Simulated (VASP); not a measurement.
Input of a VASP 6.6.1 run:

The input INCAR:

```
SYSTEM = TePb
ALGO = Normal
EDIFF = 1E-6
ENCUT = 500
GGA = PE
GGA_COMPAT = .FALSE.
ISIF = 2
ISMEAR = 1
LASPH = .TRUE.
LCHARG = .FALSE.
LREAL = .FALSE.
LWAVE = .FALSE.
NBANDS = 17
NELM = 120
PREC = Accurate
SIGMA = 0.001
```

File KPOINTS:

```
k-points
0
G
  6 6 6
  0 0 0
```

The input POSCAR:

```
TePb
1.0
    0.0000000000      3.2678368520      3.2678368520
    3.2678368520      0.0000000000      3.2678368520
    3.2678368520      3.2678368520      0.0000000000
Pb Te
1 1
Direct
    0.0000000000      0.0000000000      0.0000000000
    0.5000000000      0.5000000000      0.5000000000
```

Potentials or basis: VASP PAW PBE potentials, release 64 (Pb_d, Te).

Run with:

```bash
$ cat potpaw_PBE.64/Pb_d/POTCAR potpaw_PBE.64/Te/POTCAR > POTCAR
$ mpirun -np 1 vasp_std > vasp.out
```

What does it give for the pressure?

0.6 GPa.

Estimate the band gap on the k mesh.

0.80 eV.

Caveat: the structure was generated, so it needn't be the stable form of TePb; spin-orbit coupling is left out, which moves the levels of the heavy elements. A k mesh can miss the band edges.
